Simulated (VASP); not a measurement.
Here is a VASP 6.6.1 calculation.

INCAR

```
  PREC = Accurate
  ENCUT = 520
  EDIFF = 1E-7
  ISMEAR = 0
  SIGMA = 0.1
  LREAL = False
  LASPH = True
  NELM = 150
  ALGO = Normal
  ISIF = 2
  LWAVE = False
  LCHARG = False
  ISPIN = 2
  MAGMOM = 2 0
  LORBIT = 11
  LMAXMIX = 4
  LDAU = True
  LDAUTYPE = 2
  LDAUL = 2 -1
  LDAUU = 4.38 0
  LDAUJ = 0 0
  LDAUPRINT = 1
  GGA = PE
  NBANDS = 21
```

The input KPOINTS:

```
regular mesh
0
Gamma
  12 12 12
```

File POSCAR:

```
MoSe
1.0
    0.0000000000      3.1234514948      3.1234514948
    3.1234514948      0.0000000000      3.1234514948
    3.1234514948      3.1234514948      0.0000000000
Mo Se
1 1
Direct
    0.0000000000      0.0000000000      0.0000000000
    0.2500000000      0.2500000000      0.2500000000
```

Potentials or basis: VASP PAW PBE potentials, release 64 (Mo_sv, Se).

Run with:

```bash
$ cat potpaw_PBE.64/Mo_sv/POTCAR potpaw_PBE.64/Se/POTCAR > POTCAR
$ mpirun -np 1 vasp_std > vasp.out
```

Question: Estimate the net moment.

Answer: 4.00 μB per cell.

Question: Estimate the site moments.

Answer: Mo +3.62; Se -0.21 μB.

Question: Predict the pressure.

Answer: -0.9 GPa.

Question: Estimate the band gap on the k mesh.

Answer: Zero (filled and empty bands overlap).

Eigenvalues of the final occupation matrices:
| site | spin | trace | eigenvalues |
| --- | --- | --- | --- |
| site 1 d | 1 | 3.75 | 0.70 0.70 0.70 0.82 0.82 |
| site 1 d | 2 | 0.20 | 0.02 0.02 0.06 0.06 0.06 |
